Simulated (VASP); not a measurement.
A run of VASP 6.6.1 is set up as follows.

INCAR

```
ALGO     = Normal         # electronic algorithm
EDIFF    = 1E-6           # SCF threshold, eV
ENCUT    = 520            # plane-wave cutoff, eV
GGA      = PE             # functional
ISIF     = 2              # what is computed and relaxed
ISMEAR   = 0              # smearing method
IVDW     = 12             # dispersion correction
LASPH    = T              # aspherical terms in the spheres
LCHARG   = T              # write CHGCAR
LELF     = T              # ELF
LREAL    = F              # projectors in reciprocal space
LVHAR    = T            
LWAVE    = F              # write WAVECAR
NBANDS   = 20             # bands
NELM     = 60             # most SCF steps
PREC     = Accurate       # precision mode
SIGMA    = 0.05           # smearing width, eV
```

KPOINTS

```
k-points
0
Gamma
  12 12 4
```

The input POSCAR:

```
Al2O3
1.0
    2.7647995427      0.0000000000      0.0000000000
   -1.3823997714      2.3943866404      0.0000000000
    0.0000000000      0.0000000000      9.0224399991
Al O
2 3
Direct
    0.0000000000      0.0000000000      0.2779510000
    0.0000000000      0.0000000000      0.7220490000
    0.3333333333      0.6666666667      0.1994540000
    0.6666666667      0.3333333333      0.8005460000
    0.0000000000      0.0000000000      0.5000000000
```

Potentials or basis: VASP PAW PBE potentials, release 64 (Al, O).

The run is started by

```bash
$ cat potpaw_PBE.64/Al/POTCAR potpaw_PBE.64/O/POTCAR > POTCAR
$ mpirun -np 1 vasp_std > vasp.out
```

Q: Estimate the band gap on the k mesh.

A: Zero (filled and empty bands touch).

Q: Predict the pressure.

A: 6.6 GPa.

Q: Estimate the largest force.

A: 4.865 eV/Å.

Q: What does it give for the dispersion energy per atom?

A: -0.166 eV.

Stress tensor (GPa, compression positive):
```
 35.38   0.00   0.00
  0.00  35.38   0.00
  0.00   0.00 -50.92
```

Caveat: pairwise dispersion overbinds metals, which lowers pressure and volume; forces of over 1 eV/Å act on the atoms, so gaps and moduli don't describe the material at rest.
